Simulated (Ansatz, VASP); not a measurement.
## Zr2MnN2 in VASP and in Ansatz

```xyz
5
Lattice="-1.6204 1.6204 5.9489 1.6204 -1.6204 5.9489 1.6204 1.6204 -5.9489" Properties=species:S:1:pos:R:3 pbc="T T T"
Zr    0.0000    0.0000    4.1835
Zr    0.0000    0.0000    7.7142
Mn    0.0000    0.0000    0.0000
N     0.0000    0.0000    1.9354
N     0.0000    0.0000    9.9624
```

Alike in both runs: functional PBE; k mesh 14 × 14 × 14; occupations gaussian, width 0.1 eV; collinear spin.

Ansatz relaxed the structure, and its values are those at the end. VASP's run is a single point on that final structure, the one shown.

|  | VASP | Ansatz |
| --- | --- | --- |
| version | VASP 6.6.1 | Ansatz 0.2.0 |
| potentials or method | VASP PAW PBE potentials, release 64 (Zr_sv, Mn_pv, N), cutoff 600 eV | scalar-relativistic, plane waves, PAW |
| valence electrons in the cell | 47 | 49 |

|  | VASP | Ansatz | Ansatz less VASP |
| --- | --- | --- | --- |
| gap on the k mesh at the Fermi level (eV) | none | none | - |
| pressure (GPa) | 0.2 | 0.0 | -0.20 |
| rms of the force components (eV/Å) | 0.014 | 0.000 | -0.0136 |
| net moment per atom (μB) | 0.41 | 0.41 | -0.001 |
| size of the moment on the site where the two differ most (μB) | 2.27 | 1.97 | -0.296 |

Site moments also hang on the region over which each program counts them. A gap of «none» marks a metal or a gap that the smearing closes. With one functional, cell and mesh, what is left measures potentials, basis and numerics. VASP's potentials hold 47 valence electrons a cell and Ansatz's 49, so a difference there can come from the potentials and not from the codes.
